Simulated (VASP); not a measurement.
# Nb (I4/mmm) in VASP: a series of runs

The runs below take Nb through single point, with PBE.

Program: VASP 6.6.1. These are calculated values, not measurements. Logs are shortened: lines on timing, memory, paths and dates and some standing lists are left out, and cuts for length are marked.

**1. The cell of the first run**

The structure is tetragonal, space group I4/mmm (No. 139). Conventional cell: a = 3.328 Å, b = 3.328 Å, c = 3.411 Å, α = 90.00°, β = 90.00°, γ = 90.00°. Nb (site symmetry 4/mmm) has 14 Nb at 2.91 to 3.41 Å within 3.8 Å.

**2. Single point, PBE (strain +0.000 along x and y, +0.025 along z)**

Contents of INCAR:

```
PREC     = Accurate       # precision mode
ENCUT    = 520            # plane-wave cutoff, eV
EDIFF    = 1E-6           # SCF threshold, eV
ISMEAR   = 0              # smearing method
SIGMA    = 0.15           # smearing width, eV
LREAL    = False          # projectors in reciprocal space
LASPH    = True           # aspherical terms in the spheres
NELM     = 80             # most SCF steps
ALGO     = Fast           # electronic algorithm
ISIF     = 2              # what is computed and relaxed
LWAVE    = False          # write WAVECAR
LCHARG   = True           # write CHGCAR
GGA      = PE             # functional
LELF     = True           # ELF
LVHAR    = True         
NBANDS   = 12             # bands
```

Contents of KPOINTS:

```
Automatic mesh
0
Gamma
  20 20 20
```

Contents of POSCAR:

```
Nb
1.0
   -1.6639500000      1.6639500000      1.7055487500
    1.6639500000     -1.6639500000      1.7055487500
    1.6639500000      1.6639500000     -1.7055487500
Nb
1
Direct
    0.0000000000      0.0000000000      0.0000000000
```

Potentials or basis: VASP PAW PBE potentials, release 64 (Nb_sv).

Command:

```console
cat potpaw_PBE.64/Nb_sv/POTCAR > POTCAR
mpirun -np 1 vasp_std > vasp.out
```

OUTCAR:

```text
PREC = Accurate
   ENCUT = 520
   EDIFF = 1E-6
   ISMEAR = 0
   LREAL = False
   LASPH = True
   NELM = 80
   ISIF = 2
   GGA = PE

 ion  position               nearest neighbor table
   1  0.000  0.000  0.000-

  LATTYP: Found a body centered tetragonal cell.
 ALAT       =     3.3279000000
 C/A-ratio  =     1.0250000000

  Lattice vectors:

 A1 = (  -1.6639500000,   1.6639500000,   1.7055487500)
 A2 = (   1.6639500000,  -1.6639500000,   1.7055487500)
 A3 = (   1.6639500000,   1.6639500000,  -1.7055487500)

Analysis of symmetry for initial positions (statically):
=====================================================================
 Subroutine PRICEL returns:
 Original cell was already a primitive cell.

 Routine SETGRP: Setting up the symmetry group for a
 body centered tetragonal supercell.

 Subroutine GETGRP returns: Found 16 space group operations
 (whereof 16 operations were pure point group operations)
 out of a pool of 16 trial point group operations.

The static configuration has the point symmetry D_4h.

Analysis of symmetry for dynamics (positions and initial velocities):
=====================================================================
 Subroutine PRICEL returns:
 Original cell was already a primitive cell.

 Routine SETGRP: Setting up the symmetry group for a
 body centered tetragonal supercell.

 Subroutine GETGRP returns: Found 16 space group operations
 (whereof 16 operations were pure point group operations)
 out of a pool of 16 trial point group operations.

The dynamic configuration has the point symmetry D_4h.

 Subroutine INISYM returns: Found 16 space group operations
 (whereof 16 operations are pure point group operations),
 and found     1 'primitive' translations

----------------------------------------------------------------------------------------

                                     Primitive cell

  volume of cell :      18.8888

  direct lattice vectors                    reciprocal lattice vectors
    -1.663950000  1.663950000  1.705548750     0.000000000  0.300489798  0.293160779
     1.663950000 -1.663950000  1.705548750     0.300489798  0.000000000  0.293160779
     1.663950000  1.663950000 -1.705548750     0.300489798  0.300489798  0.000000000

  length of vectors
     2.906261472  2.906261472  2.906261472     0.419806338  0.419806338  0.424956748

  position of ions in fractional coordinates (direct lattice)
     0.000000000  0.000000000  0.000000000

  ion indices of the primitive-cell ions
   primitive index   ion index
                 1           1

----------------------------------------------------------------------------------------

 KPOINTS: Automatic mesh

Automatic generation of k-mesh.
 Grid dimensions read from file:
 generate k-points for:   20   20   20

 Generating k-lattice:

  Cartesian coordinates                     Fractional coordinates (reciprocal lattice)
     0.000000000  0.015024490  0.014658039     0.050000000  0.000000000 -0.000000000
     0.015024490  0.000000000  0.014658039     0.000000000  0.050000000 -0.000000000
     0.015024490  0.015024490  0.000000000     0.000000000  0.000000000  0.050000000

  Length of vectors
     0.020990317  0.020990317  0.021247837

  Shift w.r.t. Gamma in fractional coordinates (k-lattice)
     0.000000000  0.000000000  0.000000000

 Subroutine IBZKPT returns following result:
 ===========================================

 Found    641 irreducible k-points:

 Following reciprocal coordinates:
            Coordinates               Weight
  0.000000  0.000000  0.000000      1.000000
  0.050000  0.000000  0.000000      8.000000
  0.100000  0.000000  0.000000      8.000000
  0.150000  0.000000 -0.000000      8.000000
  0.200000  0.000000  0.000000      8.000000
  0.250000  0.000000  0.000000      8.000000
[... 16 lines left out ...]
 -0.400000  0.050000  0.000000     16.000000
 -0.350000  0.050000  0.000000     16.000000
 [... further k-points ...]
   k-points           NKPTS =    641   k-points in BZ     NKDIM =    641   number of bands    NBANDS=     12
   number of dos      NEDOS =    301   number of ions     NIONS =      1
   total plane-waves  NPLWV =  13824
   dimension x,y,z NGX =    24 NGY =   24 NGZ =   24
   dimension x,y,z NGXF=    48 NGYF=   48 NGZF=   48
   ions per type =               1
   NGX,Y,Z   is equivalent  to a cutoff of  13.73, 13.73, 13.73 a.u.
   NGXF,Y,Z  is equivalent  to a cutoff of  27.46, 27.46, 27.46 a.u.
 SYSTEM =  unknown system
   PREC   = accura    normal or accurate (medium, high low for compatibility)
   ISTART =      0    job   : 0-new  1-cont  2-samecut
   ICHARG =      2    charge: 1-file 2-atom 10-const
   ISPIN  =      1    spin polarized calculation?
   LNONCOLLINEAR =      F non collinear calculations
   LSORBIT =      F    spin-orbit coupling
   LASPH  =      T    aspherical Exc in radial PAW
   ENCUT  =  520.0 eV  38.22 Ry    6.18 a.u.   5.40  5.40  5.40*2*pi/ulx,y,z
   NELM   =     80;   NELMIN=  2; NELMDL= -5     # of ELM steps
   EDIFF  = 0.1E-05   stopping-criterion for ELM
   LREAL  =      F    real-space projection
   EDIFFG = 0.1E-04   stopping-criterion for IOM
   NSW    =      0    number of steps for IOM
   IBRION =     -1    ionic relax: 0-MD 1-quasi-New 2-CG
   NFREE  =      0    steps in history (QN), initial steepest desc. (CG)
   ISIF   =      2    stress and relaxation
   ISYM   =      2    0-nonsym 1-usesym 2-fastsym
   POTIM  = 0.5000    time-step for ionic-motion
   TEBEG  =    0.0;   TEEND  =   0.0 temperature during run
   PSTRESS=    0.0 pullay stress
   NELECT =      13.0000    total number of electrons
   NUPDOWN=      -1.0000    fix difference up-down
   EMIN   =  10.00;   EMAX   =-10.00  energy-range for DOS
   EFERMI =   0.00;   METHOD = LEGACY
   ISMEAR =     0;   SIGMA  =   0.15  broadening in eV -4-tet -1-fermi 0-gaus
   EFERMI_NEDOS =   21; number of points for ismear=-14 and -15
   IALGO  =     68    algorithm
   IMIX   =      4    mixing-type and parameters
     AMIX     =   0.40;   BMIX     =  1.00
     AMIX_MAG =   1.60;   BMIX_MAG =  1.00
  volume/ion in A,a.u.               =      18.89       127.47
  Fermi-wavevector in a.u.,A,eV,Ry     =   1.445399  2.731408 28.424993  2.089178
  Thomas-Fermi vector in A             =   2.563585
   LORBIT       =      0    0 simple, 1 ext, 2 COOP (PROOUT), +10 PAW based schemes
   GGA     = PE    functional components
   LHFCALC =     F    Hartree Fock is set to
   AEXX    =    0.0000 exact exchange contribution
   IVDW    =     0    specifies the selected vdW correction
   LEPSILON=     F    determine dielectric tensor
   LRPA    =     F    only Hartree local field effects (RPA)
 non-spin polarized calculation
 RMM-DIIS sequential band-by-band and
 Gauss-broadening in eV      SIGMA  =   0.15
  energy-cutoff  :      520.00
  volume of cell :       18.89
 maximum number of plane-waves:       539
 NGX is ok and might be reduce to    24
   NGX = 11   NGY = 11   NGZ = 11

 number of electron      12.9999999 magnetization

 Free energy of the ion-electron system (eV)
  ---------------------------------------------------
  ext. energy  EPLUGINS =         0.00000000
  ---------------------------------------------------
  free energy    TOTEN  =       -10.20545566 eV

  energy without entropy =      -10.18728345  energy(sigma->0) =      -10.19636955

 E-fermi :  10.5390     XC(G=0): -12.2562

 val. band max:       10.5337252568   @ k =   0.3000   0.1500   0.1000
 cond. band min:      10.5396313701   @ k =   0.4500   0.1500   0.1000
 fundamental gap:      0.0059061133
 Fermi energy:        10.5389986834

 k-point     1 :       0.0000    0.0000    0.0000
  band No.  band energies     occupation
      1     -43.9048      2.00000
      2     -19.2968      2.00000
      3     -19.2960      2.00000
      4     -19.2960      2.00000
      5       4.6766      2.00000
      6      10.8265      0.00671
      7      10.8265      0.00671
      8      11.0812      0.00000
      9      13.4850      0.00000
     10      13.8240      0.00000
     11      24.3423      0.00000
     12      24.7586      0.00000

 k-point     2 :       0.0500    0.0000    0.0000
  band No.  band energies     occupation
      1     -43.8999      2.00000
      2     -19.3270      2.00000
      3     -19.3052      2.00000
      4     -19.2964      2.00000
      5       4.7743      2.00000
      6      10.8156      0.00911
      7      10.8265      0.00672
      8      11.1152      0.00000
      9      13.4154      0.00000
     10      13.7994      0.00000
     11      24.4888      0.00000
     12      24.9153      0.00000

 k-point     3 :       0.1000    0.0000    0.0000
  band No.  band energies     occupation
      1     -43.8859      2.00000
      2     -19.4155      2.00000
      3     -19.3317      2.00000
      4     -19.2966      2.00000
      5       5.0576      2.00000
      6      10.7119      0.10311
      7      10.7687      0.03034
      8      11.3398      0.00000
      9      13.2328      0.00000
     10      13.7656      0.00000
     11      24.7858      0.00000
     12      25.4112      0.00000
[... 286 lines left out ...]
 k-point    23 :      -0.4000    0.0500    0.0000
  band No.  band energies     occupation
      1     -43.7319      2.00000
      2     -20.3013      2.00000
      3     -19.6134      2.00000
      4     -19.3120      2.00000
      5       7.1620      2.00000
      6       9.3318      2.00000
      7      11.1858      0.00000
      8      13.3962      0.00000
      9      14.2185      0.00000
     10      15.3649      0.00000
     11      22.9550      0.00000
     12      23.2015      0.00000

 k-point    24 :      -0.3500    0.0500    0.0000
  band No.  band energies     occupation
      1     -43.7572      2.00000
      2     -20.1638      2.00000
      3     -19.5662      2.00000
      4     -19.3117      2.00000
      5       7.1054      2.00000
      6       9.5302      2.00000
      7      10.6381      0.35008
      8      13.2210      0.00000
      9      14.0955      0.00000
     10      14.4954      0.00000
     11      23.6315      0.00000
     12      24.2880      0.00000

 [... further k-points ...]
[... 5 lines left out ...]
  --------------------------------------------------------------------------------------
  -------------------------------------------------------------------------------------
  Total       -0.6897757     -0.6897757     -0.9872027      0.0000000      0.0000000      0.0000000
  in kB      -58.5078042    -58.5078042    -83.7360058      0.0000000      0.0000000      0.0000000
  external PRESSURE =     -66.9172047 kB  Pullay stress =       0.0000000 kB

 VOLUME and BASIS-vectors are now :
 -----------------------------------------------------------------------------
  energy-cutoff  :      520.00
  volume of cell :       18.89
      direct lattice vectors                 reciprocal lattice vectors
    -1.663950000  1.663950000  1.705548750     0.000000000  0.300489798  0.293160779
     1.663950000 -1.663950000  1.705548750     0.300489798  0.000000000  0.293160779
     1.663950000  1.663950000 -1.705548750     0.300489798  0.300489798  0.000000000

 POSITION                                       TOTAL-FORCE (eV/Angst)
 -----------------------------------------------------------------------------------
      0.00000      0.00000      0.00000         0.000000     -0.000000     -0.000000
 -----------------------------------------------------------------------------------
    total drift:                                0.000000      0.000000      0.000000

  FREE ENERGIE OF THE ION-ELECTRON SYSTEM (eV)
  ---------------------------------------------------
  free  energy   TOTEN  =       -10.2054556596 eV

  energy  without entropy=      -10.1872834494  energy(sigma->0) =      -10.19636955
```

Run time: 2.7 min. Hardware: 1 thread of Intel Xeon Platinum 8488C (Sapphire Rapids), shared host; peak memory 0.26 GiB.

What came out:

| Item | Value |
| --- | --- |
| Free energy | -10.2055 eV |
| Pressure | -6.7 GPa |

Stress tensor (GPa, compression positive):
```
-5.85  0.00  0.00
 0.00 -5.85  0.00
 0.00  0.00 -8.37
```

Caveat: the cell differs from its parent crystal (strain +0.000 along x and y, +0.025 along z).

**3. Single point, PBE (strain +0.025 along x and y, -0.025 along z)**

Contents of INCAR:

```
  ALGO = Fast
  EDIFF = 1E-6
  ENCUT = 520
  GGA = PE
  ISIF = 2
  ISMEAR = 0
  LASPH = T
  LCHARG = F
  LREAL = F
  LWAVE = F
  NBANDS = 12
  NELM = 100
  PREC = Accurate
  SIGMA = 0.15
```

Contents of KPOINTS:

```
k-points
0
Gamma
  20 20 20
```

Contents of POSCAR:

```
Nb
1.0
   -1.7055487500      1.7055487500      1.6223512500
    1.7055487500     -1.7055487500      1.6223512500
    1.7055487500      1.7055487500     -1.6223512500
Nb
1
Direct
    0.0000000000      0.0000000000      0.0000000000
```

Potentials or basis: VASP PAW PBE potentials, release 64 (Nb_sv).

Command:

```console
cat potpaw_PBE.64/Nb_sv/POTCAR > POTCAR
mpirun -np 1 vasp_std > vasp.out
```

OUTCAR:

```text
EDIFF = 1E-6
   ENCUT = 520
   GGA = PE
   ISIF = 2
   ISMEAR = 0
   LASPH = T
   LREAL = F
   NELM = 100
   PREC = Accurate

 ion  position               nearest neighbor table
   1  0.000  0.000  0.000-

  LATTYP: Found a body centered tetragonal cell.
 ALAT       =     3.4110975000
 C/A-ratio  =     0.9512195122

  Lattice vectors:

 A1 = (  -1.7055487500,   1.7055487500,   1.6223512500)
 A2 = (   1.7055487500,  -1.7055487500,   1.6223512500)
 A3 = (   1.7055487500,   1.7055487500,  -1.6223512500)

Analysis of symmetry for initial positions (statically):
[... 533 lines left out ...]
      7      10.7283      0.09139
      8      13.5730      0.00000
      9      13.9899      0.00000
     10      14.5159      0.00000
     11      23.4619      0.00000
     12      24.9649      0.00000

 [... further k-points ...]
[... 5 lines left out ...]
  --------------------------------------------------------------------------------------
  -------------------------------------------------------------------------------------
  Total       -0.9275063     -0.9275063     -0.4495111      0.0000000      0.0000000      0.0000000
  in kB      -78.7216695    -78.7216695    -38.1520493      0.0000000      0.0000000      0.0000000
  external PRESSURE =     -65.1984628 kB  Pullay stress =       0.0000000 kB

 VOLUME and BASIS-vectors are now :
 -----------------------------------------------------------------------------
  energy-cutoff  :      520.00
  volume of cell :       18.88
      direct lattice vectors                 reciprocal lattice vectors
    -1.705548750  1.705548750  1.622351250     0.000000000  0.293160779  0.308194665
     1.705548750 -1.705548750  1.622351250     0.293160779  0.000000000  0.308194665
     1.705548750  1.705548750 -1.622351250     0.293160779  0.293160779  0.000000000

 POSITION                                       TOTAL-FORCE (eV/Angst)
 -----------------------------------------------------------------------------------
      0.00000      0.00000      0.00000         0.000000      0.000000      0.000000
 -----------------------------------------------------------------------------------
    total drift:                                0.000000      0.000000      0.000000

  FREE ENERGIE OF THE ION-ELECTRON SYSTEM (eV)
  ---------------------------------------------------
  free  energy   TOTEN  =       -10.1996729094 eV

  energy  without entropy=      -10.1812956925  energy(sigma->0) =      -10.19048430
```

OSZICAR:

```text
N       E                     dE             d eps       ncg     rms          rms(c)
DAV:   1     0.117230549749E+03    0.11723E+03   -0.72426E+03 15456   0.107E+03
DAV:   2    -0.574359573678E+01   -0.12297E+03   -0.11852E+03 16840   0.388E+02
DAV:   3    -0.103528414044E+02   -0.46092E+01   -0.43893E+01 22080   0.656E+01
[... 11 lines left out ...]
RMM:  15    -0.101996566309E+02   -0.10013E-04   -0.10964E-04 24397   0.578E-02    0.622E-02
RMM:  16    -0.101996702084E+02   -0.13577E-04   -0.12586E-04 25170   0.134E-01    0.244E-02
RMM:  17    -0.101996705314E+02   -0.32299E-06   -0.31717E-05 18496   0.320E-02    0.134E-02
RMM:  18    -0.101996736521E+02   -0.31207E-05   -0.17921E-05 16435   0.231E-02    0.175E-02
RMM:  19    -0.101996723152E+02    0.13369E-05   -0.16774E-05 16752   0.285E-02    0.190E-03
RMM:  20    -0.101996729094E+02   -0.59416E-06   -0.92520E-06 14321   0.216E-02
   1 F= -.10199673E+02 E0= -.10190484E+02  d E =-.183772E-01
```

stdout:

```text
POSCAR found type information on POSCAR Nb
 POSCAR found :  1 types and       1 ions
 scaLAPACK will be used
 LDA part: xc-table for (Slater+PW92), standard interpolation
 POSCAR, INCAR and KPOINTS ok, starting setup
 FFT: planning ... GRIDC
 FFT: planning ... GRID_SOFT
 FFT: planning ... GRID
 WAVECAR not read
 entering main loop
WARNING in EDDRMM: call to ZHEGV failed, returncode =   6  3     10
WARNING in EDDRMM: call to ZHEGV failed, returncode =   6  3     10
WARNING in EDDRMM: call to ZHEGV failed, returncode =   6  3      6
WARNING in EDDRMM: call to ZHEGV failed, returncode =   6  3     11
WARNING in EDDRMM: call to ZHEGV failed, returncode =   8  4      7
WARNING in EDDRMM: call to ZHEGV failed, returncode =   6  3     10
```

Wall time 2.6 min (1 thread of Intel Xeon Platinum 8259CL at 2.50GHz (Skylake/Cascade Lake), shared host); peak memory 0.26 GiB.

What came out:

| Item | Value |
| --- | --- |
| Free energy | -10.1997 eV |
| Pressure | -6.5 GPa |

Caveat: the cell differs from its parent crystal (strain +0.025 along x and y, -0.025 along z).

**4. Single point, PBE (strain +0.000 along x and y, +0.050 along z)**

Contents of INCAR:

```
ALGO = Fast ; EDIFF = 1E-6
ENCUT = 520 ; GGA = PE
ISIF = 2 ; ISMEAR = 0
LASPH = T ; LCHARG = F
LREAL = F ; LWAVE = F
NBANDS = 12 ; NELM = 100
PREC = Accurate ; SIGMA = 0.15
```

KPOINTS is that of step 3.

Contents of POSCAR:

```
Nb
1.0
   -1.6639500000      1.6639500000      1.7471475000
    1.6639500000     -1.6639500000      1.7471475000
    1.6639500000      1.6639500000     -1.7471475000
Nb
1
Direct
    0.0000000000      0.0000000000      0.0000000000
```

Command:

```console
cat potpaw_PBE.64/Nb_sv/POTCAR > POTCAR
mpirun -np 1 vasp_std > vasp.out
```

Run time: 2.5 min. Hardware: 1 thread of Intel Xeon Platinum 8259CL at 2.50GHz (Skylake/Cascade Lake), shared host; peak memory 0.26 GiB.

The run converged. Its results:

```
Free energy : -10.1750 eV
Pressure    : -9.9 GPa
```

Stress tensor (GPa, compression positive):
```
 -8.32   0.00   0.00
  0.00  -8.32   0.00
  0.00   0.00 -12.97
```

Levels at points of the mesh, in eV from the Fermi level:
```
           k point  band 3  band 4  band 5  band 6  band 7  band 8  band 9  band 10
(0.00, 0.00, 0.00)  -29.92  -29.92   -5.81    0.23    0.23    0.71    2.71     3.34
(0.50, 0.00, 0.00)  -30.25  -29.92   -3.44   -1.28    1.85    2.69    3.69     5.74
(0.50, 0.50, 0.00)  -30.29  -29.96   -3.47   -1.80    2.17    3.45    3.87     5.86
(0.50, 0.50, 0.50)  -30.63  -30.63   -3.39   -3.28    5.01    5.17    5.17     7.72
```

Caveat: the cell differs from its parent crystal (strain +0.000 along x and y, +0.050 along z).

(Continued in part 2 of 2.)
